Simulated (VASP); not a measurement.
# WC (P1) in VASP: a series of runs, part 2 of 2

VASP 6.6.1.

**3. Single point, PBEsol (equal xy, yz and zx shear strains of -1 %)**

The input, INCAR:

```
PREC = Accurate
ENCUT = 520
EDIFF = 1E-6
ISMEAR = -1
SIGMA = 0.05
LREAL = F
LASPH = T
NELM = 60
ALGO = Normal
ISIF = 2
LWAVE = F
LCHARG = T
GGA = PS
LELF = T
LVHAR = T
NBANDS = 16
```

The input, KPOINTS:

```
Automatic mesh
0
Gamma
  13 13 12
```

The input, POSCAR:

```
WC
1.0
    2.9005014360     -0.0145025072     -0.0145025072
   -1.4628102576      2.5191591809     -0.0053082861
   -0.0141450000     -0.0141450000      2.8290000000
W C
1 1
Direct
    0.0000000000      0.0000000000      0.0000000000
    0.6666666667      0.3333333333      0.5000000000
```

Potentials or basis: VASP PAW PBE potentials, release 64 (W_sv, C).

Command:

```
$ cat potpaw_PBE.64/W_sv/POTCAR potpaw_PBE.64/C/POTCAR > POTCAR
$ mpirun -np 1 vasp_std > vasp.out
```

OUTCAR:

```text
PREC = Accurate
   ENCUT = 520
   EDIFF = 1E-6
   ISMEAR = -1
   LREAL = F
   LASPH = T
   NELM = 60
   ISIF = 2
   GGA = PS

 ion  position               nearest neighbor table
   1  0.000  0.000  0.000-   2 2.17   2 2.18   2 2.19   2 2.20   2 2.20   2 2.20
   2  0.667  0.333  0.500-   1 2.17   1 2.18   1 2.19   1 2.20   1 2.20   1 2.20

  LATTYP: Found a triclinic cell.
 ALAT       =     2.9130748371
 B/A-ratio  =     1.7246180512
 C/A-ratio  =     1.3978140531
 COS(alpha) =     0.0001751522
[... 648 lines left out ...]
------------------------ aborting loop because EDIFF is reached ----------------------------------------

  FORCE on cell =-STRESS in cart. coord.  units (eV):
  Direction    XX          YY          ZZ          XY          YZ          ZX
  --------------------------------------------------------------------------------------
  -------------------------------------------------------------------------------------
  Total        0.0771777      0.0778813      0.0661734      0.3198486      0.4184178      0.4185285
  in kB        5.9996421      6.0543423      5.1441893     24.8644018     32.5269769     32.5355812
  external PRESSURE =       5.7327245 kB  Pullay stress =       0.0000000 kB

 VOLUME and BASIS-vectors are now :
 -----------------------------------------------------------------------------
  energy-cutoff  :      520.00
  volume of cell :       20.61
      direct lattice vectors                 reciprocal lattice vectors
     2.900501436 -0.014502507 -0.014502507     0.345785610  0.200794474  0.002732900
    -1.462810258  2.519159181 -0.005308286     0.002000622  0.398123770  0.002000622
    -0.014145000 -0.014145000  2.829000000     0.001776380  0.001776380  0.353499559

 POSITION                                       TOTAL-FORCE (eV/Angst)
 -----------------------------------------------------------------------------------
      0.00000      0.00000      0.00000        -0.064869      0.000464     -0.006473
      1.43899      0.82298      1.40306         0.064869     -0.000464      0.006473
 -----------------------------------------------------------------------------------
    total drift:                                0.000032     -0.000036      0.000011

  FREE ENERGIE OF THE ION-ELECTRON SYSTEM (eV)
  ---------------------------------------------------
  free  energy   TOTEN  =       -23.8958699128 eV

  energy  without entropy=      -23.8932389915  energy(sigma->0) =      -23.89455445
```

stdout:

```text
POSCAR found type information on POSCAR W C
 POSCAR found :  2 types and       2 ions
 scaLAPACK will be used
 -----------------------------------------------------------------------------
|                                                                             |
|                                                                             |
|     You enforced a specific xc type in the INCAR file but a different       |
|     I HOPE YOU KNOW WHAT YOU ARE DOING!                                     |
|                                                                             |
 -----------------------------------------------------------------------------

 LDA part: xc-table for (Slater+PW92), standard interpolation
 POSCAR, INCAR and KPOINTS ok, starting setup
 FFT: planning ... GRIDC
 FFT: planning ... GRID_SOFT
 FFT: planning ... GRID
 WAVECAR not read
 entering main loop
```

Run time: 3.8 min. Hardware: 1 thread of AMD EPYC 7R43 (Zen 3), shared host; peak memory 0.38 GiB.

What came out:

```
Free energy            : -23.8959 eV
Pressure               : 0.6 GPa
Largest force          : 0.065 eV/Å
Band gap on the k mesh : zero (bands 9 and 10 overlap by 1.17 eV)
```

Forces on the atoms (eV/Å):
```
W   -0.065  0.000 -0.006
C    0.065  0.000  0.006
```

Stress tensor (GPa, compression positive):
```
0.60 2.49 3.25
2.49 0.61 3.25
3.25 3.25 0.51
```

Levels at points of the mesh, in eV from the Fermi level:
```csv
k point,band 7,band 8,band 9,band 10,band 11,band 12
"(0.00, 0.00, 0.00)",-3.46,-3.29,0.11,3.22,3.26,5.65
"(0.00, 0.00, 0.50)",-2.06,-2.02,-0.71,-0.52,3.72,4.47
```

Caveat: the cell differs from its parent crystal (equal xy, yz and zx shear strains of -1 %); the PAW data sets were made with another functional, which shifts forces and pressure a little; spin-orbit coupling is left out, which moves the levels of the heavy elements.

**4. Single point, PBEsol (equal xy, yz and zx shear strains of +2 %)**

The input, INCAR:

```
SYSTEM = WC
PREC = Accurate ; ENCUT = 520
EDIFF = 1E-6 ; ISMEAR = -1
SIGMA = 0.05 ; LREAL = .FALSE.
LASPH = .TRUE. ; NELM = 100
ALGO = Normal ; ISIF = 2
LWAVE = .FALSE. ; LCHARG = .TRUE.
GGA = PS ; LELF = .TRUE.
LVHAR = .TRUE. ; NBANDS = 16
```

The input, KPOINTS:

```
Automatic mesh
0
G
  13 13 12
  0 0 0
```

The input, POSCAR:

```
WC
1.0
    2.9005014360      0.0290050144      0.0290050144
   -1.4251316387      2.4974054201      0.0106165721
    0.0282900000      0.0282900000      2.8290000000
W C
1 1
Direct
    0.0000000000      0.0000000000      0.0000000000
    0.6666666667      0.3333333333      0.5000000000
```

Potentials or basis: VASP PAW PBE potentials, release 64 (W_sv, C).

Command:

```
$ cat potpaw_PBE.64/W_sv/POTCAR potpaw_PBE.64/C/POTCAR > POTCAR
$ mpirun -np 1 vasp_std > vasp.out
```

OUTCAR:

```text
SYSTEM = WC
   PREC = Accurate
   ENCUT = 520
   EDIFF = 1E-6
   ISMEAR = -1
   LREAL = .FALSE.
   LASPH = .TRUE.
   NELM = 100
   ISIF = 2
   GGA = PS

 ion  position               nearest neighbor table
   1  0.000  0.000  0.000-   2 2.17   2 2.17   2 2.17   2 2.19   2 2.21   2 2.23
   2  0.667  0.333  0.500-   1 2.17   1 2.17   1 2.17   1 2.19   1 2.21   1 2.23

  LATTYP: Found a triclinic cell.
 ALAT       =     5.0243182111
 B/A-ratio  =     0.5723042227
 C/A-ratio  =     0.5631177738
[... 650 lines left out ...]

  FORCE on cell =-STRESS in cart. coord.  units (eV):
  Direction    XX          YY          ZZ          XY          YZ          ZX
  --------------------------------------------------------------------------------------
  -------------------------------------------------------------------------------------
  Total        0.1167615      0.1275999      0.1158498     -0.6234447     -0.8071672     -0.8078996
  in kB        9.0788279      9.9215719      9.0079382    -48.4761619    -62.7615704    -62.8185150
  external PRESSURE =       9.3361127 kB  Pullay stress =       0.0000000 kB

 VOLUME and BASIS-vectors are now :
 -----------------------------------------------------------------------------
  energy-cutoff  :      520.00
  volume of cell :       20.61
      direct lattice vectors                 reciprocal lattice vectors
     2.900501436  0.029005014  0.029005014     0.342865056  0.195677086 -0.005385421
    -1.425131639  2.497405420  0.010616572    -0.003942402  0.398182612 -0.003942402
     0.028290000  0.028290000  2.829000000    -0.003500513 -0.003500513  0.353551806

 POSITION                                       TOTAL-FORCE (eV/Angst)
 -----------------------------------------------------------------------------------
      0.00000      0.00000      0.00000         0.091433      0.001449     -0.025097
      1.47277      0.86595      1.43738        -0.091433     -0.001449      0.025097
 -----------------------------------------------------------------------------------
    total drift:                               -0.000000     -0.000062     -0.000004

  FREE ENERGIE OF THE ION-ELECTRON SYSTEM (eV)
  ---------------------------------------------------
  free  energy   TOTEN  =       -23.8792563833 eV

  energy  without entropy=      -23.8768518689  energy(sigma->0) =      -23.87805413
```

stdout:

```text
POSCAR found type information on POSCAR W C
 POSCAR found :  2 types and       2 ions
 scaLAPACK will be used
 -----------------------------------------------------------------------------
|                                                                             |
|                                                                             |
|     You enforced a specific xc type in the INCAR file but a different       |
|     I HOPE YOU KNOW WHAT YOU ARE DOING!                                     |
|                                                                             |
 -----------------------------------------------------------------------------

 LDA part: xc-table for (Slater+PW92), standard interpolation
 POSCAR, INCAR and KPOINTS ok, starting setup
 FFT: planning ... GRIDC
 FFT: planning ... GRID_SOFT
 FFT: planning ... GRID
 WAVECAR not read
 entering main loop
```

Run time: 4.6 min. Hardware: 1 thread of AMD EPYC 7R43 (Zen 3), shared host; peak memory 0.38 GiB.

Results:

| Item | Value |
| --- | --- |
| Free energy | -23.8793 eV |
| Pressure | 0.9 GPa |
| Largest force | 0.095 eV/Å |
| Band gap on the k mesh | zero (bands 9 and 10 overlap by 1.19 eV) |

Forces on the atoms (eV/Å):
```
W    0.091  0.001 -0.025
C   -0.091 -0.001  0.025
```

Caveat: the cell differs from its parent crystal (equal xy, yz and zx shear strains of +2 %); the PAW data sets were made with another functional, which shifts forces and pressure a little; spin-orbit coupling is left out, which moves the levels of the heavy elements.

**5. Summary**

| cell | gap on the mesh (eV) | pressure (GPa) | largest force (eV/Å) |
| --- | --- | --- | --- |
| a = 2.901, b = 2.938, c = 2.830 Å, angles 90.6, 91.7, 121.3°, 2 atoms | none | 1.6 | 0.23 |
| a = 2.901, b = 2.913, c = 2.829 Å, angles 90.2, 90.6, 120.4°, 2 atoms | none | 0.6 | 0.07 |
| a = 2.901, b = 2.875, c = 2.829 Å, angles 89.6, 88.8, 119.1°, 2 atoms | none | 0.9 | 0.09 |

Alike in all rows: task single point; level PBEsol; potentials or basis VASP PAW PBE potentials, release 64 (W_sv, C); no spin polarisation; k mesh 13 × 13 × 12; cutoff (eV) 520; smearing fermi-dirac 0.05 eV.

Caveats: the PAW data sets were made with another functional, which shifts forces and pressure a little; spin-orbit coupling is left out, which moves the levels of the heavy elements.

Total energies depend on the potentials used, so only differences within one code and one set of settings carry meaning.
